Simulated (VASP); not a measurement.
Wanted: the native input for a VASP 6.6.1 run.

| Quantity | Value |
| --- | --- |
| Task | single point |
| Functional | LDA |
| Potentials or basis | VASP PAW LDA potentials, release 64 (Ga_d, Sb) |
| Cutoff | 520 eV |
| k mesh | 16 × 16 × 16 |
| Occupations | gaussian, width 0.15 eV |
| Spin | no spin polarisation |
| Dipole correction | no |
| Further INCAR settings | ALGO = Normal; EDIFF = 1e-06; NBANDS = 16 |

The structure of GaSb lies in POSCAR:

```
GaSb
1.0
   -2.5558000000      2.5558000000      1.6156000000
    2.5558000000     -2.5558000000      1.6156000000
    2.5558000000      2.5558000000     -1.6156000000
Ga Sb
1 1
Direct
    0.2500000000      0.7500000000      0.5000000000
    0.0000000000      0.0000000000      0.0000000000
```

The input as run:

INCAR

```
PREC     = Accurate       # precision mode
ENCUT    = 520            # plane-wave cutoff, eV
EDIFF    = 1E-6           # SCF threshold, eV
ISMEAR   = 0              # smearing method
SIGMA    = 0.15           # smearing width, eV
LREAL    = False          # projectors in reciprocal space
LASPH    = True           # aspherical terms in the spheres
NELM     = 60             # most SCF steps
ALGO     = Normal         # electronic algorithm
ISIF     = 2              # what is computed and relaxed
LWAVE    = False          # write WAVECAR
LCHARG   = False          # write CHGCAR
NBANDS   = 16             # bands
```

KPOINTS

```
regular mesh
0
Gamma
  16 16 16
```

Potentials or basis: VASP PAW LDA potentials, release 64 (Ga_d, Sb).

Run with:

```console
$ cat potpaw_LDA.64/Ga_d/POTCAR potpaw_LDA.64/Sb/POTCAR > POTCAR
$ mpirun -np 1 vasp_std > vasp.out
```

Results of the run:

The pressure is 5.6 GPa and the band gap on the k mesh is zero (bands 9 and 10 overlap by 5.77 eV).

Caveat: the cell stands under pressure; spin-orbit coupling is left out, which moves the levels of the heavy elements.

Run time: 110 s on 1 thread of Intel(R) Xeon(R) Platinum 8488C (Sapphire Rapids), with other jobs on the host, peak memory 0.34 GiB.
